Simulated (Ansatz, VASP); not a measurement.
**C in VASP and in Ansatz**

```
C
1.0
     2.51564    0.00000    0.00000
    -1.25782    2.17860    0.00000
     0.00000    0.00000    6.73433
C
4
Direct
  0.00000 0.00000 0.00250
  0.00000 0.00000 0.50250
  0.33333 0.66667 0.00250
  0.66667 0.33333 0.50250
```

Alike in both runs: task single point; functional PBEsol; dispersion D3(BJ); k mesh 21 × 21 × 8; occupations gaussian, width 0.15 eV; no spin polarisation.

|  | VASP | Ansatz |
| --- | --- | --- |
| version | VASP 6.6.1 | Ansatz 0.2.0 |
| potentials or method | VASP PAW PBE potentials, release 64 (C), cutoff 520 eV | scalar-relativistic, plane waves, PAW |
| valence electrons in the cell | 16 | 16 |

```tsv
	VASP	Ansatz	Ansatz less VASP
gap on the k mesh at the Fermi level (eV)	none	none	-
pressure (GPa)	-17.7	-18.3	-0.64
traceless stress, the component that is largest in VASP (GPa)	17.02	17.74	+0.726
```

VASP's potentials were made for PBE, not for PBEsol, and Ansatz warns of the same on its side. A gap of «none» marks a metal or a gap that the smearing closes.
